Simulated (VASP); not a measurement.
# Er2O (Fm-3m) in VASP: notebook

Er2O is run at these levels: PBE; tasks: single point, relaxation of cell and atoms.

All numbers are computed with VASP 6.6.1; they aren't measurements. Logs are shortened: lines on timing, memory, paths and dates and some standing lists are left out, and cuts for length are marked.

## (1) The cell of the first run

Symmetry: Fm-3m, No. 225, cubic system. Conventional cell: a = 6.015 Å, b = 6.015 Å, c = 6.015 Å, α = 90.00°, β = 90.00°, γ = 90.00°. Er (site symmetry -43m) has 4 O at 2.60 Å and 6 Er at 3.01 Å within 3.4 Å. O (site symmetry m-3m) has 8 Er at 2.60 Å within 3.4 Å.

The cell was built from a structure type or drawn by symmetry, and may not be a known phase.

## (2) Single point, PBE

INCAR reads:

```
PREC     = Accurate       # precision mode
ENCUT    = 600            # plane-wave cutoff, eV
EDIFF    = 1E-6           # SCF threshold, eV
ISMEAR   = 0              # smearing method
SIGMA    = 0.1            # smearing width, eV
LREAL    = F              # projectors in reciprocal space
LASPH    = T              # aspherical terms in the spheres
NELM     = 200            # most SCF steps
ALGO     = Normal         # electronic algorithm
ISIF     = 2              # what is computed and relaxed
LWAVE    = F              # write WAVECAR
LCHARG   = F              # write CHGCAR
GGA      = PE             # functional
NBANDS   = 19             # bands
GGA_COMPAT= F            
LMAXMIX  = 6              # l up to which the mixer works
```

KPOINTS reads:

```
Automatic mesh
0
Gamma
  6 6 6
```

POSCAR reads:

```
Er2O
1.0
    0.0000000000      3.0075719155      3.0075719155
    3.0075719155      0.0000000000      3.0075719155
    3.0075719155      3.0075719155      0.0000000000
Er O
2 1
Direct
    0.7500000000      0.7500000000      0.7500000000
    0.2500000000      0.2500000000      0.2500000000
    0.5000000000      0.5000000000      0.5000000000
```

Potentials or basis: VASP PAW PBE potentials, release 64 (Er_3, O), 4f in core.

Started as:

```bash
$ cat potpaw_PBE.64/Er_3/POTCAR potpaw_PBE.64/O/POTCAR > POTCAR
$ mpirun -np 1 vasp_std > vasp.out
```

OUTCAR:

```text
PREC = Accurate
   ENCUT = 600
   EDIFF = 1E-6
   ISMEAR = 0
   LREAL = F
   LASPH = T
   NELM = 200
   ISIF = 2
   GGA = PE

 ion  position               nearest neighbor table
   1  0.750  0.750  0.750-   3 2.60   3 2.60   3 2.60   3 2.60   2 3.01   2 3.01   2 3.01   2 3.01
                             2 3.01   2 3.01
   2  0.250  0.250  0.250-   3 2.60   3 2.60   3 2.60   3 2.60   1 3.01   1 3.01   1 3.01   1 3.01
                             1 3.01   1 3.01
   3  0.500  0.500  0.500-   2 2.60   2 2.60   2 2.60   1 2.60   2 2.60   1 2.60   1 2.60   1 2.60

  LATTYP: Found a face centered cubic cell.
 ALAT       =     6.0151438310

  Lattice vectors:

 A1 = (   0.0000000000,   3.0075719155,   3.0075719155)
 A2 = (   3.0075719155,   0.0000000000,   3.0075719155)
 A3 = (   3.0075719155,   3.0075719155,   0.0000000000)

Analysis of symmetry for initial positions (statically):
=====================================================================
 Subroutine PRICEL returns:
 Original cell was already a primitive cell.

 Routine SETGRP: Setting up the symmetry group for a
 face centered cubic supercell.

 Subroutine GETGRP returns: Found 48 space group operations
 (whereof 48 operations were pure point group operations)
 out of a pool of 48 trial point group operations.

The static configuration has the point symmetry O_h .

Analysis of symmetry for dynamics (positions and initial velocities):
=====================================================================
 Subroutine PRICEL returns:
 Original cell was already a primitive cell.

 Routine SETGRP: Setting up the symmetry group for a
 face centered cubic supercell.

 Subroutine GETGRP returns: Found 48 space group operations
 (whereof 48 operations were pure point group operations)
 out of a pool of 48 trial point group operations.

The dynamic configuration has the point symmetry O_h .

 Subroutine INISYM returns: Found 48 space group operations
 (whereof 48 operations are pure point group operations),
 and found     1 'primitive' translations

----------------------------------------------------------------------------------------

                                     Primitive cell

  volume of cell :      54.4099

  direct lattice vectors                    reciprocal lattice vectors
     0.000000000  3.007571915  3.007571915    -0.166247064  0.166247064  0.166247064
     3.007571915  0.000000000  3.007571915     0.166247064 -0.166247064  0.166247064
     3.007571915  3.007571915  0.000000000     0.166247064  0.166247064 -0.166247064

[... 76 lines left out ...]
   EDIFF  = 0.1E-05   stopping-criterion for ELM
   LREAL  =      F    real-space projection
   EDIFFG = 0.1E-04   stopping-criterion for IOM
   NSW    =      0    number of steps for IOM
   IBRION =     -1    ionic relax: 0-MD 1-quasi-New 2-CG
   NFREE  =      0    steps in history (QN), initial steepest desc. (CG)
   ISIF   =      2    stress and relaxation
   ISYM   =      2    0-nonsym 1-usesym 2-fastsym
   POTIM  = 0.5000    time-step for ionic-motion
   TEBEG  =    0.0;   TEEND  =   0.0 temperature during run
   PSTRESS=    0.0 pullay stress
   NELECT =      24.0000    total number of electrons
   NUPDOWN=      -1.0000    fix difference up-down
   EMIN   =  10.00;   EMAX   =-10.00  energy-range for DOS
   EFERMI =   0.00;   METHOD = LEGACY
   ISMEAR =     0;   SIGMA  =   0.10  broadening in eV -4-tet -1-fermi 0-gaus
   EFERMI_NEDOS =   21; number of points for ismear=-14 and -15
   IALGO  =     38    algorithm
   IMIX   =      4    mixing-type and parameters
     AMIX     =   0.40;   BMIX     =  1.00
     AMIX_MAG =   1.60;   BMIX_MAG =  1.00
  volume/ion in A,a.u.               =      18.14       122.39
  Fermi-wavevector in a.u.,A,eV,Ry     =   1.246195  2.354966 21.129864  1.553001
  Thomas-Fermi vector in A             =   2.380383
   LORBIT       =      0    0 simple, 1 ext, 2 COOP (PROOUT), +10 PAW based schemes
   GGA     = PE    functional components
   LHFCALC =     F    Hartree Fock is set to
   AEXX    =    0.0000 exact exchange contribution
   IVDW    =     0    specifies the selected vdW correction
   LEPSILON=     F    determine dielectric tensor
   LRPA    =     F    only Hartree local field effects (RPA)
 non-spin polarized calculation
 Gauss-broadening in eV      SIGMA  =   0.10
  energy-cutoff  :      600.00
  volume of cell :       54.41
 maximum number of plane-waves:      1837
 NGX is ok and might be reduce to    36
   NGX = 17   NGY = 17   NGZ = 17

 number of electron      24.0000001 magnetization

 Free energy of the ion-electron system (eV)
  ---------------------------------------------------
  ext. energy  EPLUGINS =         0.00000000
  ---------------------------------------------------
  free energy    TOTEN  =       -16.61144424 eV

  energy without entropy =      -16.59331075  energy(sigma->0) =      -16.60237749

 E-fermi :   4.9484     XC(G=0): -11.0577

 val. band max:        4.9097831250   @ k =   0.5000   0.3333   0.0000
 cond. band min:       4.9793508713   @ k =   0.3333   0.0000   0.0000
 fundamental gap:      0.0695677463
 Fermi energy:         4.9484061721

 k-point     1 :       0.0000    0.0000    0.0000
  band No.  band energies     occupation
      1     -20.4312      2.00000
      2     -20.4312      2.00000
      3     -20.4312      2.00000
      4     -19.5269      2.00000
      5     -19.5269      2.00000
      6     -19.5269      2.00000
[... 329 lines left out ...]
      6     -19.3110      2.00000
[... 11 lines left out ...]
     18       9.4646      0.00000
     19      10.4511      0.00000

------------------------ aborting loop because EDIFF is reached ----------------------------------------

  FORCE on cell =-STRESS in cart. coord.  units (eV):
  Direction    XX          YY          ZZ          XY          YZ          ZX
  --------------------------------------------------------------------------------------
  -------------------------------------------------------------------------------------
  Total        0.0414741      0.0414741      0.0414741     -0.0000000     -0.0000000      0.0000000
  in kB        1.2212632      1.2212632      1.2212632     -0.0000000     -0.0000000      0.0000000
  external PRESSURE =       1.2212632 kB  Pullay stress =       0.0000000 kB

 VOLUME and BASIS-vectors are now :
 -----------------------------------------------------------------------------
  energy-cutoff  :      600.00
  volume of cell :       54.41
      direct lattice vectors                 reciprocal lattice vectors
     0.000000000  3.007571915  3.007571915    -0.166247064  0.166247064  0.166247064
     3.007571915  0.000000000  3.007571915     0.166247064 -0.166247064  0.166247064
     3.007571915  3.007571915  0.000000000     0.166247064  0.166247064 -0.166247064

 POSITION                                       TOTAL-FORCE (eV/Angst)
 -----------------------------------------------------------------------------------
      4.51136      4.51136      4.51136         0.000000     -0.000000      0.000000
      1.50379      1.50379      1.50379         0.000000      0.000000      0.000000
      3.00757      3.00757      3.00757        -0.000000      0.000000     -0.000000
 -----------------------------------------------------------------------------------
    total drift:                                0.000000      0.000000      0.000000

  FREE ENERGIE OF THE ION-ELECTRON SYSTEM (eV)
  ---------------------------------------------------
  free  energy   TOTEN  =       -16.6114442397 eV

  energy  without entropy=      -16.5933107497  energy(sigma->0) =      -16.60237749
```

OSZICAR:

```text
N       E                     dE             d eps       ncg     rms          rms(c)
DAV:   1     0.137028782146E+03    0.13703E+03   -0.12028E+04   950   0.149E+03
DAV:   2    -0.385246279083E+01   -0.14088E+03   -0.13587E+03  1057   0.605E+02
DAV:   3    -0.170244570474E+02   -0.13172E+02   -0.12502E+02  1056   0.176E+02
DAV:   4    -0.175409795800E+02   -0.51652E+00   -0.50488E+00  1034   0.252E+01
DAV:   5    -0.175500450262E+02   -0.90654E-02   -0.90371E-02  1087   0.259E+00    0.230E+01
DAV:   6    -0.167446341157E+02    0.80541E+00   -0.10087E+01  1040   0.197E+01    0.183E+01
DAV:   7    -0.165920149894E+02    0.15262E+00   -0.15019E+00  1080   0.705E+00    0.112E+01
DAV:   8    -0.166130060628E+02   -0.20991E-01   -0.13454E-01   984   0.458E+00    0.110E+00
DAV:   9    -0.166115373014E+02    0.14688E-02   -0.10134E-02  1024   0.832E-01    0.296E-01
DAV:  10    -0.166114545220E+02    0.82779E-04   -0.11695E-03  1160   0.350E-01    0.595E-02
DAV:  11    -0.166114454007E+02    0.91214E-05   -0.85357E-05   944   0.800E-02    0.171E-02
DAV:  12    -0.166114441846E+02    0.12160E-05   -0.92506E-06   952   0.341E-02    0.513E-03
DAV:  13    -0.166114442397E+02   -0.55067E-07   -0.43116E-07   439   0.927E-03
   1 F= -.16611444E+02 E0= -.16602377E+02  d E =-.181335E-01
```

stdout:

```text
POSCAR found type information on POSCAR ErO
 POSCAR found :  2 types and       3 ions
 scaLAPACK will be used
 LDA part: xc-table for (Slater+PW92), standard interpolation
 POSCAR, INCAR and KPOINTS ok, starting setup
 FFT: planning ... GRIDC
 FFT: planning ... GRID_SOFT
 FFT: planning ... GRID
 WAVECAR not read
 entering main loop
```

It took 23 s on 1 thread of Intel Xeon Platinum 8375C at 2.90GHz (Ice Lake), shared host; peak memory 0.2 GiB.

What came out:

```
Free energy            : -16.6114 eV
Pressure               : 0.1 GPa
Band gap on the k mesh : zero (bands 12 and 13 overlap by 2.35 eV)
```

Caveat: spin-orbit coupling is left out, which moves the levels of the heavy elements; the 4f electrons are frozen in the core, so they carry no moment and show no levels; the run has no spin polarisation, though such a crystal can be magnetic. Spin polarisation is off, so any magnetic state and its effect on volume and gap are missing.

(Continued in part 2 of 2.)
